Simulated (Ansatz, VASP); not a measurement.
## Two plane-wave programs on HgTe

POSCAR

```
HgTe
1.0
    0.0000000000      3.2235000000      3.2235000000
    3.2235000000      0.0000000000      3.2235000000
    3.2235000000      3.2235000000      0.0000000000
Hg Te
1 1
Direct
    0.0000000000      0.0000000000      0.0000000000
    0.2500000000      0.2500000000      0.2500000000
```

File INCAR.step1:

```
  ALGO = Normal
  EDIFF = 1E-4
  ENCUT = 520
  GGA = PE
  ISMEAR = -1
  LASPH = True
  LCHARG = False
  LREAL = False
  LWAVE = True
  NBANDS = 16
  NELM = 60
  PREC = Accurate
  SIGMA = 0.05
```

Contents of INCAR.step2:

```
  ALGO = Normal
  EDIFF = 1E-8
  ENCUT = 520
  ISIF = 2
  ISMEAR = -1
  ISTART = 1
  LASPH = True
  LCHARG = False
  LEFG = True
  LMIXTAU = True
  LREAL = False
  LWAVE = False
  METAGGA = R2SCAN
  NBANDS = 16
  NELM = 60
  PREC = Accurate
  SIGMA = 0.05
```

Contents of KPOINTS:

```
k-points
0
Gamma
  13 13 13
```

Input for Ansatz:

```yaml
crystal:
  lattice:
    - [0.0, 3.2235, 3.2235]
    - [3.2235, 0.0, 3.2235]
    - [3.2235, 3.2235, 0.0]
  atoms:
    - { symbol: Hg, position: [0.0, 0.0, 0.0] }
    - { symbol: Te, position: [0.25, 0.25, 0.25] }
kpoints:
  mp_grid: { grid: [13, 13, 13] }
scf:
  occupations: { method: fermi_dirac, width: 0.05 }
hamiltonian:
  xc: r2scan
  pseudopotentials: { kind: paw }
output:
  forces: true
  stress: true
  populations: true
  efg: { quadrupole_moments_barn: { Hg: 0.387 }, contact_densities: true }
  write_density: true
  write_potential: true
  elf: true
  volumetric_format: npy
```

Alike in both runs: task electric field gradients; functional r2SCAN; k mesh 13 × 13 × 13; occupations fermi-dirac, width 0.05 eV; no spin polarisation.

```csv
,VASP,Ansatz
version,VASP 6.6.1,Ansatz 0.2.0
potentials or method,"VASP PAW PBE potentials, release 64 (Hg, Te)","plane-wave PAW, scalar-relativistic"
plane-wave cutoff (eV),520,500
valence electrons in the cell,18,36
```

Ansatz gave:

```
pressure (GPa) : 2.7
```

Problem. Which values does VASP return?

Solution. Pressure (GPa): 2.8.

VASP's potentials were made for PBE, not for r2SCAN. VASP's potentials hold 18 valence electrons a cell and Ansatz's 36, so a difference there can come from the potentials and not from the codes.

Spin-orbit coupling is off throughout.
